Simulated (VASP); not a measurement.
Input of a VASP 6.6.1 run:

The input INCAR:

```
PREC     = Accurate       # precision mode
ENCUT    = 600            # plane-wave cutoff, eV
EDIFF    = 1E-6           # SCF threshold, eV
ISMEAR   = -1             # smearing method
SIGMA    = 0.1            # smearing width, eV
LREAL    = False          # projectors in reciprocal space
LASPH    = True           # aspherical terms in the spheres
NELM     = 200            # most SCF steps
ALGO     = Normal         # electronic algorithm
ISIF     = 2              # what is computed and relaxed
LWAVE    = False          # write WAVECAR
LCHARG   = False          # write CHGCAR
ISPIN    = 2              # spin polarisation
MAGMOM   = 1.5            # initial moments
LORBIT   = 11             # projections on sites
LMAXMIX  = 4              # l up to which the mixer works
GGA      = PE             # functional
NBANDS   = 15             # bands
GGA_COMPAT= False
```

The input KPOINTS:

```
regular mesh
0
Gamma
  14 14 14
```

Contents of POSCAR:

```
Ni
1.0
    0.0000000000      1.7602409136      1.7602409136
    1.7602409136      0.0000000000      1.7602409136
    1.7602409136      1.7602409136      0.0000000000
Ni
1
Direct
    0.0000000000      0.0000000000      0.0000000000
```

Potentials or basis: VASP PAW PBE potentials, release 64 (Ni).

Command:

```sh
$ cat potpaw_PBE.64/Ni/POTCAR > POTCAR
$ mpirun -np 1 vasp_std > vasp.out
```

(1) Predict the site moments.

(2) What does it give for the net moment?

Results:

(1) Ni +0.61 μB.

(2) 0.59 μB per cell.
